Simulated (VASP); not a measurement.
# Ca (I4/mmm) in VASP: a series of runs, part 2 of 3

VASP 6.6.1. The steps go on from the part before.

**3. Single point, PBEsol**

This run uses another cell than the first one, of the same volume but with other edges.

INCAR

```
  PREC = Accurate
  ENCUT = 520
  EDIFF = 1E-7
  ISMEAR = 0
  SIGMA = 0.15
  LREAL = False
  LASPH = True
  NELM = 60
  ALGO = Fast
  ISIF = 2
  LWAVE = False
  LCHARG = True
  GGA = PS
  LELF = True
  LVHAR = True
  NBANDS = 11
```

KPOINTS

```
regular mesh
0
Gamma
  16 16 16
```

POSCAR

```
Ca
1.0
    0.0000000000      3.0354700633      2.3676666494
    3.0354700633      0.0000000000      2.3676666494
    3.0354700633      3.0354700633      0.0000000000
Ca
1
Direct
    0.0000000000      0.0000000000      0.0000000000
```

Potentials or basis: VASP PAW PBE potentials, release 64 (Ca_sv).

On the command line:

```console
cat potpaw_PBE.64/Ca_sv/POTCAR > POTCAR
mpirun -np 1 vasp_std > vasp.out
```

OUTCAR:

```text
PREC = Accurate
   ENCUT = 520
   EDIFF = 1E-7
   ISMEAR = 0
   LREAL = False
   LASPH = True
   NELM = 60
   ISIF = 2
   GGA = PS

 ion  position               nearest neighbor table
   1  0.000  0.000  0.000-

  LATTYP: Found a body centered tetragonal cell.
 ALAT       =     4.2928029317
 C/A-ratio  =     1.1030865787

  Lattice vectors:

 A1 = (   0.0000000000,  -3.0354700633,  -2.3676666494)
 A2 = (   0.0000000000,   3.0354700633,  -2.3676666494)
 A3 = (   3.0354700633,   0.0000000000,   2.3676666494)

Analysis of symmetry for initial positions (statically):
=====================================================================
 Subroutine PRICEL returns:
 Original cell was already a primitive cell.

 Routine SETGRP: Setting up the symmetry group for a
 body centered tetragonal supercell.

 Subroutine GETGRP returns: Found 16 space group operations
 (whereof 16 operations were pure point group operations)
 out of a pool of 16 trial point group operations.

The static configuration has the point symmetry D_4h.

Analysis of symmetry for dynamics (positions and initial velocities):
=====================================================================
 Subroutine PRICEL returns:
 Original cell was already a primitive cell.

 Routine SETGRP: Setting up the symmetry group for a
 body centered tetragonal supercell.

 Subroutine GETGRP returns: Found 16 space group operations
 (whereof 16 operations were pure point group operations)
 out of a pool of 16 trial point group operations.

The dynamic configuration has the point symmetry D_4h.

 Subroutine INISYM returns: Found 16 space group operations
 (whereof 16 operations are pure point group operations),
 and found     1 'primitive' translations

----------------------------------------------------------------------------------------

                                     Primitive cell

  volume of cell :      43.6317
[... 112 lines left out ...]
   GGA     = PS    functional components
   LHFCALC =     F    Hartree Fock is set to
   AEXX    =    0.0000 exact exchange contribution
   IVDW    =     0    specifies the selected vdW correction
   LEPSILON=     F    determine dielectric tensor
   LRPA    =     F    only Hartree local field effects (RPA)
 non-spin polarized calculation
 RMM-DIIS sequential band-by-band and
 Gauss-broadening in eV      SIGMA  =   0.15
  energy-cutoff  :      520.00
  volume of cell :       43.63
 maximum number of plane-waves:      1196
 NGX is ok and might be reduce to    30

 number of electron      10.0000000 magnetization

 Free energy of the ion-electron system (eV)
  ---------------------------------------------------
  ext. energy  EPLUGINS =         0.00000000
  ---------------------------------------------------
  free energy    TOTEN  =        -2.11726030 eV

  energy without entropy =       -2.10133630  energy(sigma->0) =       -2.10929830

 E-fermi :   1.8021     XC(G=0):  -7.7048

 val. band max:        1.8012535382   @ k =  -0.4375   0.4375   0.1250
 cond. band min:       1.8033478978   @ k =  -0.3750   0.4375   0.0625
 fundamental gap:      0.0020943597
 Fermi energy:         1.8021246494

 k-point     1 :       0.0000    0.0000    0.0000
  band No.  band energies     occupation
      1     -40.1597      2.00000
      2     -21.1571      2.00000
      3     -21.1571      2.00000
      4     -21.1475      2.00000
      5      -2.2073      2.00000
      6       3.9380      0.00000
      7       3.9380      0.00000
      8       4.3345      0.00000
      9       4.7896      0.00000
     10       5.2763      0.00000
     11      11.3090      0.00000
[... 309 lines left out ...]
 k-point    24 :      -0.0625    0.0625    0.0000
  band No.  band energies     occupation
      1     -40.1587      2.00000
      2     -21.1643      2.00000
      3     -21.1599      2.00000
      4     -21.1513      2.00000
      5      -2.0603      2.00000
      6       3.8678      0.00000
      7       4.0027      0.00000
      8       4.2773      0.00000
      9       4.7837      0.00000
     10       5.2004      0.00000
     11      11.5007      0.00000

 [... further k-points ...]

------------------------ aborting loop because EDIFF is reached ----------------------------------------

  FORCE on cell =-STRESS in cart. coord.  units (eV):
  Direction    XX          YY          ZZ          XY          YZ          ZX
  --------------------------------------------------------------------------------------
  -------------------------------------------------------------------------------------
  Total       -0.3393410     -0.3393410     -0.2731610      0.0000000     -0.0000000      0.0000000
  in kB      -12.4607568    -12.4607568    -10.0305959      0.0000000     -0.0000000      0.0000000
  external PRESSURE =     -11.6507032 kB  Pullay stress =       0.0000000 kB

 VOLUME and BASIS-vectors are now :
 -----------------------------------------------------------------------------
  energy-cutoff  :      520.00
  volume of cell :       43.63
      direct lattice vectors                 reciprocal lattice vectors
     0.000000000  3.035470063  2.367666649    -0.164719134  0.164719134  0.211178377
     3.035470063  0.000000000  2.367666649     0.164719134 -0.164719134  0.211178377
     3.035470063  3.035470063  0.000000000     0.164719134  0.164719134 -0.211178377

 POSITION                                       TOTAL-FORCE (eV/Angst)
 -----------------------------------------------------------------------------------
      0.00000      0.00000      0.00000         0.000000      0.000000      0.000000
 -----------------------------------------------------------------------------------
    total drift:                                0.000000      0.000000      0.000000

  FREE ENERGIE OF THE ION-ELECTRON SYSTEM (eV)
  ---------------------------------------------------
  free  energy   TOTEN  =        -2.1172603041 eV

  energy  without entropy=       -2.1013362995  energy(sigma->0) =       -2.10929830
```

OSZICAR:

```text
N       E                     dE             d eps       ncg     rms          rms(c)
DAV:   1     0.661048207132E+02    0.66105E+02   -0.49697E+03  7678   0.815E+02
DAV:   2    -0.594563694177E+00   -0.66699E+02   -0.66086E+02  8479   0.207E+02
DAV:   3    -0.205550355106E+01   -0.14609E+01   -0.14433E+01 11344   0.302E+01
DAV:   4    -0.212166933253E+01   -0.66166E-01   -0.65941E-01 10170   0.516E+00
DAV:   5    -0.212299969751E+01   -0.13304E-02   -0.13302E-02 10648   0.606E-01    0.231E+00
RMM:   6    -0.211897852678E+01    0.40212E-02   -0.62880E-03  8133   0.989E-01    0.142E+00
RMM:   7    -0.211718629099E+01    0.17922E-02   -0.20263E-02  8739   0.188E+00    0.105E-01
RMM:   8    -0.211719873073E+01   -0.12440E-04   -0.36448E-03  9538   0.555E-01    0.269E-02
RMM:   9    -0.211726160250E+01   -0.62872E-04   -0.83839E-04 11137   0.251E-01    0.276E-02
RMM:  10    -0.211728938212E+01   -0.27780E-04   -0.12618E-04 11868   0.102E-01    0.250E-02
RMM:  11    -0.211729044063E+01   -0.10585E-05   -0.96334E-05 10990   0.867E-02    0.198E-02
RMM:  12    -0.211729109040E+01   -0.64976E-06   -0.12096E-05 11912   0.340E-02    0.120E-02
RMM:  13    -0.211729201526E+01   -0.92486E-06   -0.25052E-06 11337   0.162E-02    0.235E-03
RMM:  14    -0.211729171740E+01    0.29787E-06   -0.98435E-07 10782   0.697E-03    0.266E-03
RMM:  15    -0.213788023057E+01   -0.20589E-01   -0.31195E-02  8770   0.291E-03    0.938E-03
RMM:  16    -0.211726005526E+01    0.20620E-01   -0.10001E-07  7061   0.152E-03    0.199E-03
RMM:  17    -0.211726035392E+01   -0.29866E-06   -0.11238E-07  8672   0.383E-03    0.129E-03
RMM:  18    -0.211726030414E+01    0.49787E-07   -0.20378E-08  5706   0.121E-03
   1 F= -.21172603E+01 E0= -.21092983E+01  d E =-.159240E-01
```

Wall time 2 min (1 thread of Intel Xeon 6975P-C (Granite Rapids), shared host); peak memory 0.29 GiB.

What came out:

- Free energy: -2.1173 eV
- Pressure: -1.2 GPa
- Band gap on the k mesh: zero (band 5 reaches 2.08 eV, above the bottom of band 6 at 1.67 eV)

Stress tensor (GPa, compression positive):
```
-1.25  0.00  0.00
 0.00 -1.25  0.00
 0.00  0.00 -1.00
```

Caveat: the PAW data sets were made with another functional, which shifts forces and pressure a little.

**4. Single point, PBEsol**

This run uses another cell than the first one, of the same volume but with other edges.

INCAR

```
PREC = Accurate
ENCUT = 520
EDIFF = 1E-6
ISMEAR = 0
SIGMA = 0.15
LREAL = F
LASPH = T
NELM = 80
ALGO = Fast
ISIF = 2
LWAVE = F
LCHARG = F
GGA = PS
NBANDS = 11
```

KPOINTS

```
Automatic mesh
0
Gamma
  16 16 16
```

POSCAR

```
Ca
1.0
    0.0000000000      2.5602146059      3.3282789877
    2.5602146059      0.0000000000      3.3282789877
    2.5602146059      2.5602146059      0.0000000000
Ca
1
Direct
    0.0000000000      0.0000000000      0.0000000000
```

Potentials or basis: VASP PAW PBE potentials, release 64 (Ca_sv).

On the command line:

```console
cat potpaw_PBE.64/Ca_sv/POTCAR > POTCAR
mpirun -np 1 vasp_std > vasp.out
```

OUTCAR:

```text
PREC = Accurate
   ENCUT = 520
   EDIFF = 1E-6
   ISMEAR = 0
   LREAL = F
   LASPH = T
   NELM = 80
   ISIF = 2
   GGA = PS

 ion  position               nearest neighbor table
   1  0.000  0.000  0.000-

  LATTYP: Found a body centered tetragonal cell.
 ALAT       =     3.6206902182
 C/A-ratio  =     1.8384776311

  Lattice vectors:

 A1 = (  -2.5602146059,   0.0000000000,   3.3282789877)
 A2 = (   2.5602146059,   0.0000000000,   3.3282789877)
 A3 = (   0.0000000000,   2.5602146059,  -3.3282789877)

Analysis of symmetry for initial positions (statically):
[... 506 lines left out ...]
      4     -21.1780      2.00000
      5      -1.9900      2.00000
      6       3.3860      0.00000
      7       4.1068      0.00000
      8       4.2789      0.00000
      9       4.6726      0.00000
     10       5.5229      0.00000
     11      11.1968      0.00000

 [... further k-points ...]
[... 5 lines left out ...]
  --------------------------------------------------------------------------------------
  -------------------------------------------------------------------------------------
  Total        0.0600361      0.0600361     -1.0341275      0.0000000      0.0000000     -0.0000000
  in kB        2.2045546      2.2045546    -37.9736366      0.0000000      0.0000000     -0.0000000
  external PRESSURE =     -11.1881758 kB  Pullay stress =       0.0000000 kB

 VOLUME and BASIS-vectors are now :
 -----------------------------------------------------------------------------
  energy-cutoff  :      520.00
  volume of cell :       43.63
      direct lattice vectors                 reciprocal lattice vectors
     0.000000000  2.560214606  3.328278988    -0.195296128  0.195296128  0.150227791
     2.560214606  0.000000000  3.328278988     0.195296128 -0.195296128  0.150227791
     2.560214606  2.560214606  0.000000000     0.195296128  0.195296128 -0.150227791

 POSITION                                       TOTAL-FORCE (eV/Angst)
 -----------------------------------------------------------------------------------
      0.00000      0.00000      0.00000        -0.000000     -0.000000      0.000000
 -----------------------------------------------------------------------------------
    total drift:                               -0.000000     -0.000000      0.000000

  FREE ENERGIE OF THE ION-ELECTRON SYSTEM (eV)
  ---------------------------------------------------
  free  energy   TOTEN  =        -2.0471532888 eV

  energy  without entropy=       -2.0298711692  energy(sigma->0) =       -2.03851223
```

stdout:

```text
POSCAR found type information on POSCAR Ca
 POSCAR found :  1 types and       1 ions
 scaLAPACK will be used
 -----------------------------------------------------------------------------
|                                                                             |
|                                                                             |
|     You enforced a specific xc type in the INCAR file but a different       |
|     I HOPE YOU KNOW WHAT YOU ARE DOING!                                     |
|                                                                             |
 -----------------------------------------------------------------------------

 LDA part: xc-table for (Slater+PW92), standard interpolation
 POSCAR, INCAR and KPOINTS ok, starting setup
 FFT: planning ... GRIDC
 FFT: planning ... GRID_SOFT
 FFT: planning ... GRID
 WAVECAR not read
 entering main loop
WARNING in EDDRMM: call to ZHEGV failed, returncode =   8  4     10
```

Run time: 70 s. Hardware: 1 thread of Intel Xeon 6975P-C (Granite Rapids), shared host; peak memory 0.29 GiB.

Results:

| Property | Result |
| --- | --- |
| Free energy | -2.0472 eV |
| Pressure | -1.1 GPa |
| Band gap on the k mesh | zero (band 5 reaches 1.95 eV, above the bottom of band 6 at 1.40 eV) |

Stress tensor (GPa, compression positive):
```
 0.22  0.00  0.00
 0.00  0.22  0.00
 0.00  0.00 -3.80
```

Levels at points of the mesh, in eV from the Fermi level:
```
           k point  band 3  band 4  band 5  band 6  band 7  band 8
(0.00, 0.00, 0.00)  -22.92  -22.92   -3.94    1.56    2.26    2.87
(0.50, 0.00, 0.00)  -22.96  -22.91   -0.86   -0.06    1.52    2.81
(0.50, 0.50, 0.00)  -22.93  -22.93   -1.13   -0.34    0.84    4.06
(0.50, 0.00, 0.50)  -23.05  -22.95   -0.22    0.69    1.88    3.45
```

Caveat: the PAW data sets were made with another functional, which shifts forces and pressure a little.

[end of part 2 of 3]
